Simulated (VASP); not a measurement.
# SnO2 (P4_2/mnm) in VASP: a series of runs

The runs below take SnO2 through single point, relaxation of shape and atoms at fixed volume, with PBEsol, r2SCAN, r2SCAN+D4.

All numbers are computed with VASP 6.6.1; they aren't measurements. Logs are shortened: lines on timing, memory, paths and dates and some standing lists are left out, and cuts for length are marked.

**1. The cell of the first run**

It takes space group P4_2/mnm (No. 136, tetragonal). Conventional cell: a = 4.878 Å, b = 4.878 Å, c = 3.230 Å, α = 90.00°, β = 90.00°, γ = 90.00°. Within 2.8 Å of Sn (site symmetry mmm) lie 6 O at 2.09 to 2.12 Å. O (site symmetry m2m) has 3 Sn at 2.09 to 2.12 Å and 1 O at 2.66 Å within 2.8 Å.

**2. Single point, PBEsol**

Input file INCAR:

```
PREC = Accurate ; ENCUT = 520
EDIFF = 1E-7 ; ISMEAR = 0
SIGMA = 0.02 ; LREAL = False
LASPH = True ; NELM = 60
ALGO = Normal ; ISIF = 2
LWAVE = False ; LCHARG = False
GGA = PS ; NBANDS = 35
```

Input file KPOINTS:

```
Automatic mesh
0
Gamma
  6 6 8
```

Input file POSCAR:

```
SnO2
1.0
    4.8782073267      0.0000000000      0.0000000000
    0.0000000000      4.8782073267      0.0000000000
    0.0000000000      0.0000000000      3.2303468176
Sn O
2 4
Direct
    0.0000000000      0.0000000000      0.0000000000
    0.5000000000      0.5000000000      0.5000000000
    0.3074012396      0.3074012396      0.0000000000
    0.1925987604      0.8074012396      0.5000000000
    0.6925987604      0.6925987604      0.0000000000
    0.8074012396      0.1925987604      0.5000000000
```

Potentials or basis: VASP PAW PBE potentials, release 64 (Sn_d, O).

Launch:

```
$ cat potpaw_PBE.64/Sn_d/POTCAR potpaw_PBE.64/O/POTCAR > POTCAR
$ mpirun -np 1 vasp_std > vasp.out
```

OUTCAR:

```text
PREC = Accurate
   ENCUT = 520
   EDIFF = 1E-7
   ISMEAR = 0
   LREAL = False
   LASPH = True
   NELM = 60
   ISIF = 2
   GGA = PS

 ion  position               nearest neighbor table
   1  0.000  0.000  0.000-   4 2.09   6 2.09   4 2.09   6 2.09   5 2.12   3 2.12
   2  0.500  0.500  0.500-   3 2.09   5 2.09   3 2.09   5 2.09   4 2.12   6 2.12
   3  0.307  0.307  0.000-   2 2.09   2 2.09   1 2.12
   4  0.193  0.807  0.500-   1 2.09   1 2.09   2 2.12
   5  0.693  0.693  0.000-   2 2.09   2 2.09   1 2.12
   6  0.807  0.193  0.500-   1 2.09   1 2.09   2 2.12

  LATTYP: Found a simple tetragonal cell.
 ALAT       =     4.8782073267
 C/A-ratio  =     0.6621995748

  Lattice vectors:

 A1 = (   4.8782073267,   0.0000000000,   0.0000000000)
 A2 = (   0.0000000000,   4.8782073267,   0.0000000000)
 A3 = (   0.0000000000,   0.0000000000,   3.2303468176)

Analysis of symmetry for initial positions (statically):
=====================================================================
 Subroutine PRICEL returns:
 Original cell was already a primitive cell.

 Routine SETGRP: Setting up the symmetry group for a
 simple tetragonal supercell.

 Subroutine GETGRP returns: Found 16 space group operations
 (whereof  8 operations were pure point group operations)
 out of a pool of 16 trial point group operations.

The static configuration has the point symmetry D_2h.
 The point group associated with its full space group is D_4h.

Analysis of symmetry for dynamics (positions and initial velocities):
=====================================================================
 Subroutine PRICEL returns:
 Original cell was already a primitive cell.

 Routine SETGRP: Setting up the symmetry group for a
 simple tetragonal supercell.

 Subroutine GETGRP returns: Found 16 space group operations
 (whereof  8 operations were pure point group operations)
 out of a pool of 16 trial point group operations.

The dynamic configuration has the point symmetry D_2h.
 The point group associated with its full space group is D_4h.

 Subroutine INISYM returns: Found 16 space group operations
 (whereof  8 operations are pure point group operations),
 and found     1 'primitive' translations

----------------------------------------------------------------------------------------

                                     Primitive cell

  volume of cell :      76.8723

  direct lattice vectors                    reciprocal lattice vectors
     4.878207327  0.000000000  0.000000000     0.204993337  0.000000000  0.000000000
     0.000000000  4.878207327  0.000000000     0.000000000  0.204993337  0.000000000
     0.000000000  0.000000000  3.230346818     0.000000000  0.000000000  0.309564284

  length of vectors
     4.878207327  4.878207327  3.230346818     0.204993337  0.204993337  0.309564284

  position of ions in fractional coordinates (direct lattice)
     0.000000000  0.000000000  0.000000000
     0.500000000  0.500000000  0.500000000
     0.307401240  0.307401240  0.000000000
     0.192598760  0.807401240  0.500000000
     0.692598760  0.692598760  0.000000000
     0.807401240  0.192598760  0.500000000

  ion indices of the primitive-cell ions
   primitive index   ion index
                 1           1
                 2           2
                 3           3
                 4           4
                 5           5
                 6           6

----------------------------------------------------------------------------------------

 KPOINTS: Automatic mesh

Automatic generation of k-mesh.
 Grid dimensions read from file:
 generate k-points for:    6    6    8

 Generating k-lattice:

  Cartesian coordinates                     Fractional coordinates (reciprocal lattice)
     0.034165556  0.000000000  0.000000000     0.166666667  0.000000000  0.000000000
     0.000000000  0.034165556  0.000000000     0.000000000  0.166666667  0.000000000
     0.000000000  0.000000000  0.038695536     0.000000000  0.000000000  0.125000000

  Length of vectors
     0.034165556  0.034165556  0.038695536

  Shift w.r.t. Gamma in fractional coordinates (k-lattice)
     0.000000000  0.000000000  0.000000000

 Subroutine IBZKPT returns following result:
 ===========================================

 Found     50 irreducible k-points:

 Following reciprocal coordinates:
            Coordinates               Weight
  0.000000  0.000000  0.000000      1.000000
  0.166667  0.000000  0.000000      4.000000
  0.333333  0.000000  0.000000      4.000000
  0.500000  0.000000  0.000000      2.000000
  0.166667  0.166667  0.000000      4.000000
  0.333333  0.166667  0.000000      8.000000
[... 16 lines left out ...]
  0.333333  0.000000  0.250000      8.000000
  0.500000  0.000000  0.250000      4.000000
 [... further k-points ...]
   k-points           NKPTS =     50   k-points in BZ     NKDIM =     50   number of bands    NBANDS=     35
   number of dos      NEDOS =    301   number of ions     NIONS =      6
   total plane-waves  NPLWV =  31104
   dimension x,y,z NGX =    36 NGY =   36 NGZ =   24
   dimension x,y,z NGXF=    72 NGYF=   72 NGZF=   48
   ions per type =               2   4
   NGX,Y,Z   is equivalent  to a cutoff of  12.27, 12.27, 12.35 a.u.
   NGXF,Y,Z  is equivalent  to a cutoff of  24.54, 24.54, 24.70 a.u.
 SYSTEM =  unknown system
   PREC   = accura    normal or accurate (medium, high low for compatibility)
   ISTART =      0    job   : 0-new  1-cont  2-samecut
   ICHARG =      2    charge: 1-file 2-atom 10-const
   ISPIN  =      1    spin polarized calculation?
   LNONCOLLINEAR =      F non collinear calculations
   LSORBIT =      F    spin-orbit coupling
   LASPH  =      T    aspherical Exc in radial PAW
   ENCUT  =  520.0 eV  38.22 Ry    6.18 a.u.   9.07  9.07  6.01*2*pi/ulx,y,z
   NELM   =     60;   NELMIN=  2; NELMDL= -5     # of ELM steps
   EDIFF  = 0.1E-06   stopping-criterion for ELM
   LREAL  =      F    real-space projection
   EDIFFG = 0.1E-05   stopping-criterion for IOM
   NSW    =      0    number of steps for IOM
   IBRION =     -1    ionic relax: 0-MD 1-quasi-New 2-CG
   NFREE  =      0    steps in history (QN), initial steepest desc. (CG)
   ISIF   =      2    stress and relaxation
   ISYM   =      2    0-nonsym 1-usesym 2-fastsym
   POTIM  = 0.5000    time-step for ionic-motion
   TEBEG  =    0.0;   TEEND  =   0.0 temperature during run
   PSTRESS=    0.0 pullay stress
   NELECT =      52.0000    total number of electrons
   NUPDOWN=      -1.0000    fix difference up-down
   EMIN   =  10.00;   EMAX   =-10.00  energy-range for DOS
   EFERMI =   0.00;   METHOD = LEGACY
   ISMEAR =     0;   SIGMA  =   0.02  broadening in eV -4-tet -1-fermi 0-gaus
   EFERMI_NEDOS =   21; number of points for ismear=-14 and -15
   IALGO  =     38    algorithm
   IMIX   =      4    mixing-type and parameters
     AMIX     =   0.40;   BMIX     =  1.00
     AMIX_MAG =   1.60;   BMIX_MAG =  1.00
  volume/ion in A,a.u.               =      12.81        86.46
  Fermi-wavevector in a.u.,A,eV,Ry     =   1.437097  2.715719 28.099399  2.065248
  Thomas-Fermi vector in A             =   2.556212
   LORBIT       =      0    0 simple, 1 ext, 2 COOP (PROOUT), +10 PAW based schemes
   GGA     = PS    functional components
   LHFCALC =     F    Hartree Fock is set to
   AEXX    =    0.0000 exact exchange contribution
   IVDW    =     0    specifies the selected vdW correction
   LEPSILON=     F    determine dielectric tensor
   LRPA    =     F    only Hartree local field effects (RPA)
 non-spin polarized calculation
 Gauss-broadening in eV      SIGMA  =   0.02
  energy-cutoff  :      520.00
  volume of cell :       76.87
 maximum number of plane-waves:      2100
   NGX = 19   NGY = 19   NGZ = 13

 number of electron      51.9999988 magnetization

 Free energy of the ion-electron system (eV)
  ---------------------------------------------------
  ext. energy  EPLUGINS =         0.00000000
  ---------------------------------------------------
  free energy    TOTEN  =       -39.58320945 eV

  energy without entropy =      -39.58320945  energy(sigma->0) =      -39.58320945

 E-fermi :   5.3718     XC(G=0): -11.1467

 val. band max:        5.1903397674   @ k =   0.0000   0.0000   0.0000
 cond. band min:       5.6459554803   @ k =   0.0000   0.0000   0.0000
 fundamental gap:      0.4556157128
 Fermi energy:         5.3718048755

 k-point     1 :       0.0000    0.0000    0.0000
  band No.  band energies     occupation
      1     -15.7473      2.00000
      2     -15.1406      2.00000
      3     -14.9199      2.00000
      4     -14.8950      2.00000
      5     -14.8950      2.00000
      6     -14.8153      2.00000
[... 27 lines left out ...]
     34      16.2166      0.00000
     35      17.1078      0.00000

 k-point     2 :       0.1667    0.0000    0.0000
  band No.  band energies     occupation
      1     -15.7122      2.00000
      2     -15.1788      2.00000
      3     -14.9186      2.00000
      4     -14.8937      2.00000
      5     -14.8936      2.00000
      6     -14.8423      2.00000
[... 27 lines left out ...]
     34      16.3402      0.00000
     35      17.0854      0.00000

 k-point     3 :       0.3333    0.0000    0.0000
  band No.  band energies     occupation
      1     -15.6116      2.00000
      2     -15.2975      2.00000
      3     -14.9144      2.00000
      4     -14.8910      2.00000
      5     -14.8909      2.00000
      6     -14.8831      2.00000
[... 27 lines left out ...]
     34      16.7609      0.00000
     35      17.0799      0.00000
[... 723 lines left out ...]
 k-point    23 :       0.3333    0.0000    0.2500
  band No.  band energies     occupation
      1     -15.5073      2.00000
      2     -15.3991      2.00000
      3     -15.1418      2.00000
      4     -14.9669      2.00000
      5     -14.8269      2.00000
      6     -14.8183      2.00000
[... 27 lines left out ...]
     34      16.7385      0.00000
     35      17.1019      0.00000

 k-point    24 :       0.5000    0.0000    0.2500
  band No.  band energies     occupation
      1     -15.4699      2.00000
      2     -15.4699      2.00000
      3     -15.0420      2.00000
      4     -15.0420      2.00000
      5     -14.8224      2.00000
      6     -14.8224      2.00000
[... 27 lines left out ...]
     34      16.8372      0.00000
     35      17.1491      0.00000

 [... further k-points ...]

------------------------ aborting loop because EDIFF is reached ----------------------------------------

  FORCE on cell =-STRESS in cart. coord.  units (eV):
  Direction    XX          YY          ZZ          XY          YZ          ZX
  --------------------------------------------------------------------------------------
  -------------------------------------------------------------------------------------
  Total       -3.7923088     -3.7923088     -3.3785617      0.0000000      0.0000000      0.0000000
  in kB      -79.0395778    -79.0395778    -70.4162314      0.0000000      0.0000000      0.0000000
  external PRESSURE =     -76.1651290 kB  Pullay stress =       0.0000000 kB

 VOLUME and BASIS-vectors are now :
 -----------------------------------------------------------------------------
  energy-cutoff  :      520.00
  volume of cell :       76.87
      direct lattice vectors                 reciprocal lattice vectors
     4.878207327  0.000000000  0.000000000     0.204993337  0.000000000  0.000000000
     0.000000000  4.878207327  0.000000000     0.000000000  0.204993337  0.000000000
     0.000000000  0.000000000  3.230346818     0.000000000  0.000000000  0.309564284

 POSITION                                       TOTAL-FORCE (eV/Angst)
 -----------------------------------------------------------------------------------
      0.00000      0.00000      0.00000         0.000000      0.000000      0.000000
      2.43910      2.43910      1.61517         0.000000      0.000000      0.000000
      1.49957      1.49957      0.00000        -0.003967     -0.003967      0.000000
      0.93954      3.93867      1.61517         0.003967     -0.003967      0.000000
      3.37864      3.37864      0.00000         0.003967      0.003967     -0.000000
      3.93867      0.93954      1.61517        -0.003967      0.003967     -0.000000
 -----------------------------------------------------------------------------------
    total drift:                                0.000000      0.000000      0.000000

  FREE ENERGIE OF THE ION-ELECTRON SYSTEM (eV)
  ---------------------------------------------------
  free  energy   TOTEN  =       -39.5832094452 eV

  energy  without entropy=      -39.5832094452  energy(sigma->0) =      -39.58320945
```

Run time: 40 s. Hardware: 1 thread of Intel Xeon 6975P-C (Granite Rapids), shared host; peak memory 0.24 GiB.

Results:

- Free energy: -39.5832 eV
- Pressure: -7.6 GPa
- Largest force: 0.006 eV/Å
- Band gap on the k mesh: 0.46 eV, direct

Forces on the atoms (eV/Å):
```
Sn   0.000  0.000  0.000
Sn   0.000  0.000  0.000
O   -0.004 -0.004  0.000
O    0.004 -0.004  0.000
O    0.004  0.004  0.000
O   -0.004  0.004  0.000
```

Stress tensor (GPa, compression positive):
```
-7.90  0.00  0.00
 0.00 -7.90  0.00
 0.00  0.00 -7.04
```

Levels at points of the mesh, in eV from the valence-band top:
```
           k point  band 23  band 24  band 25  band 26  band 27  band 28  band 29  band 30
(0.00, 0.00, 0.00)    -1.25    -0.75    -0.75     0.00     0.46     5.49     5.89     5.89
(0.50, 0.00, 0.00)    -1.21    -1.21    -0.62    -0.62     3.64     3.64     6.62     6.62
(0.50, 0.50, 0.00)    -1.32    -1.32    -0.87    -0.87     4.03     4.03     6.94     6.94
(0.00, 0.00, 0.50)    -1.50    -1.50    -1.18    -1.18     5.34     5.34     9.04     9.04
(0.50, 0.00, 0.50)    -1.01    -1.01    -0.79    -0.79     5.59     5.59     7.24     7.24
(0.50, 0.50, 0.50)    -0.94    -0.94    -0.78    -0.78     4.12     4.12     8.30     8.30
```

Caveat: the PAW data sets were made with another functional, which shifts forces and pressure a little; spin-orbit coupling is left out, which moves the levels of the heavy elements.

**3. Single point, r2SCAN (volume scaled by 0.94, then relaxed in part)**

Input file POSCAR:

```
SnO2
1.0
    4.6423384071      0.0000000000      0.0000000000
    0.0000000000      4.6423384071      0.0000000000
    0.0000000000      0.0000000000      3.1631374008
Sn O
2 4
Direct
    0.0000000000      0.0000000000      0.0000000000
    0.5000000000      0.5000000000      0.5000000000
    0.3051207430      0.3051207430      0.0000000000
    0.1948792570      0.8051207430      0.5000000000
    0.6948792570      0.6948792570      0.0000000000
    0.8051207430      0.1948792570      0.5000000000
```

Input file INCAR.step1:

```
PREC = Accurate
ENCUT = 520
ISMEAR = 0
SIGMA = 0.02
LREAL = False
LASPH = True
NELM = 60
NBANDS = 35
GGA = PE
ALGO = Normal
EDIFF = 1E-4
LWAVE = True
LCHARG = False
```

Input file INCAR.step2:

```
PREC = Accurate
ENCUT = 520
EDIFF = 1E-7
ISMEAR = 0
SIGMA = 0.02
LREAL = False
LASPH = True
NELM = 60
ALGO = Normal
ISIF = 2
LWAVE = False
LCHARG = True
METAGGA = R2SCAN
LMIXTAU = True
LELF = True
LVHAR = True
NBANDS = 35
ISTART = 1
```

KPOINTS is that of step 2.

Potentials or basis: VASP PAW PBE potentials, release 64 (Sn_d, O).

Launch:

```
$ cat potpaw_PBE.64/Sn_d/POTCAR potpaw_PBE.64/O/POTCAR > POTCAR
$ cp INCAR.step1 INCAR
$ mpirun -np 1 vasp_std > vasp.out
$ cp INCAR.step2 INCAR
$ mpirun -np 1 vasp_std > vasp.out
```

It took 2.9 min on 1 thread of Intel Xeon 6975P-C (Granite Rapids), shared host; peak memory 0.24 GiB.

Results (log left out):

* Free energy: -84.4020 eV
* Pressure: 16.1 GPa
* Largest force: 0.018 eV/Å
* Band gap on the k mesh: 2.52 eV, direct

Forces on the atoms (eV/Å):
```
Sn   0.000  0.000  0.000
Sn   0.000  0.000  0.000
O   -0.013 -0.013  0.000
O    0.013 -0.013  0.000
O    0.013  0.013  0.000
O   -0.013  0.013  0.000
```

Stress tensor (GPa, compression positive):
```
15.95  0.00  0.00
 0.00 15.95  0.00
 0.00  0.00 16.47
```

Levels at points of the mesh, in eV from the valence-band top:
```csv
k point,band 23,band 24,band 25,band 26,band 27,band 28,band 29,band 30
"(0.00, 0.00, 0.00)",-1.21,-0.82,-0.82,0.00,2.52,7.31,7.32,7.32
"(0.50, 0.00, 0.00)",-1.17,-1.17,-0.64,-0.64,5.72,5.72,8.11,8.11
"(0.50, 0.50, 0.00)",-1.31,-1.31,-0.96,-0.96,6.17,6.17,8.66,8.66
"(0.00, 0.00, 0.50)",-1.84,-1.84,-1.35,-1.35,7.65,7.65,11.04,11.04
"(0.50, 0.00, 0.50)",-1.21,-1.21,-0.59,-0.59,7.96,7.96,9.48,9.48
"(0.50, 0.50, 0.50)",-0.99,-0.99,-0.91,-0.91,6.20,6.20,10.00,10.00
```

Caveat: the cell differs from its parent crystal (volume scaled by 0.94, then relaxed in part); the PAW data sets were made with another functional, which shifts forces and pressure a little; spin-orbit coupling is left out, which moves the levels of the heavy elements.

**4. Single point, r2SCAN+D4**

This run uses another cell than the first one, of 11.36 Å³/atom, 0.887 times its volume.

POSCAR is that of step 3.

Edit INCAR.step1 of step 3 so:

```diff
@@ -6,3 +6,3 @@
 LASPH = True
-NELM = 60
+NELM = 100
 NBANDS = 35
```

Input file INCAR.step2:

```
PREC = Accurate
ENCUT = 520
EDIFF = 1E-6
ISMEAR = 0
SIGMA = 0.02
LREAL = False
LASPH = True
NELM = 100
ALGO = Normal
ISIF = 2
LWAVE = False
LCHARG = False
METAGGA = R2SCAN
LMIXTAU = True
IVDW = 13
VDW_S6 = 1.0
VDW_S8 = 0.6018749
VDW_A1 = 0.51559235
VDW_A2 = 5.77342911
NBANDS = 35
ISTART = 1
```

Input file KPOINTS:

```
regular mesh
0
Gamma
  6 6 8
```

Launch:

```
$ cat potpaw_PBE.64/Sn_d/POTCAR potpaw_PBE.64/O/POTCAR > POTCAR
$ cp INCAR.step1 INCAR
$ mpirun -np 1 vasp_std > vasp.out
$ cp INCAR.step2 INCAR
$ mpirun -np 1 vasp_std > vasp.out
```

Wall time 2.2 min (1 thread of Intel Xeon 6975P-C (Granite Rapids), shared host); peak memory 0.24 GiB.

The run converged. Its results:

```
Free energy                : -85.0348 eV
Pressure                   : 14.7 GPa
Largest force              : 0.016 eV/Å
Band gap on the k mesh     : 2.52 eV, direct
Dispersion energy per atom : -0.105 eV
```

Forces in eV/Å, atoms in the order of the input:
```
Sn   0.000  0.000  0.000
Sn   0.000  0.000  0.000
O   -0.012 -0.012  0.000
O    0.012 -0.012  0.000
O    0.012  0.012  0.000
O   -0.012  0.012  0.000
```

Stress tensor (GPa, compression positive):
```
14.54  0.00  0.00
 0.00 14.54  0.00
 0.00  0.00 15.03
```

Levels at points of the mesh, in eV from the valence-band top:
```csv
k point,band 22,band 23,band 24,band 25,band 26,band 27,band 28,band 29,band 30,band 31
"(0.00, 0.00, 0.00)",-1.21,-1.21,-0.82,-0.82,0.00,2.52,7.31,7.32,7.32,11.46
"(0.50, 0.00, 0.00)",-2.05,-1.17,-1.17,-0.64,-0.64,5.72,5.72,8.11,8.11,12.71
"(0.50, 0.50, 0.00)",-2.12,-1.31,-1.31,-0.96,-0.96,6.17,6.17,8.66,8.66,12.66
"(0.00, 0.00, 0.50)",-2.65,-1.84,-1.84,-1.35,-1.35,7.65,7.65,11.04,11.04,11.91
"(0.50, 0.00, 0.50)",-1.82,-1.21,-1.21,-0.59,-0.59,7.96,7.96,9.48,9.48,12.43
"(0.50, 0.50, 0.50)",-2.26,-0.99,-0.99,-0.91,-0.91,6.20,6.20,10.00,10.00,12.42
```

Caveat: the PAW data sets were made with another functional, which shifts forces and pressure a little; spin-orbit coupling is left out, which moves the levels of the heavy elements.

(Part 1 of 2 ends here.)
